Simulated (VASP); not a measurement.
Wanted: the native input for a VASP 6.6.1 run.

| Quantity | Value |
| --- | --- |
| Task | single point |
| Functional | PBE |
| Potentials or basis | VASP PAW PBE potentials, release 64 (Cu, Si, Mg) |
| Cutoff | 520 eV |
| k mesh | 6 × 6 × 6 |
| Occupations | fermi-dirac, width 0.05 eV |
| Spin | no spin polarisation |
| Dipole correction | no |
| Further INCAR settings | ALGO = Normal; EDIFF = 1e-06; NBANDS = 22 |

The structure of Mg2CuSi3 lies in POSCAR:

```
Mg2CuSi3
1.0
    2.6680118973      1.5403773871      3.8613185812
   -2.6680118973      1.5403773871      3.8613185812
    0.0000000000     -3.0807547742      3.8613185812
Cu Si Mg
1 3 2
Direct
    0.0000000000      0.0000000000      0.0000000000
    0.0000000000      0.0000000000      0.5000000000
    0.5000000000      0.0000000000      0.0000000000
    0.0000000000      0.5000000000      0.0000000000
    0.3727150000      0.3727150000      0.3727150000
    0.6272850000      0.6272850000      0.6272850000
```

One way to write it, as run:

INCAR

```
ALGO = Normal
EDIFF = 1E-6
ENCUT = 520
GGA = PE
ISIF = 2
ISMEAR = -1
LASPH = True
LCHARG = False
LREAL = False
LWAVE = False
NBANDS = 22
NELM = 80
PREC = Accurate
SIGMA = 0.05
```

KPOINTS

```
k-points
0
Gamma
  6 6 6
```

Potentials or basis: VASP PAW PBE potentials, release 64 (Cu, Si, Mg).

Launch:

```console
$ cat potpaw_PBE.64/Cu/POTCAR potpaw_PBE.64/Si/POTCAR potpaw_PBE.64/Mg/POTCAR > POTCAR
$ mpirun -np 1 vasp_std > vasp.out
```

Results of the run:

* Pressure: 0.0 GPa
* Largest force: 0.093 eV/Å

Run time: 81 s on 1 thread of Intel(R) Xeon(R) Platinum 8488C (Sapphire Rapids), with other jobs on the host, peak memory 0.28 GiB.
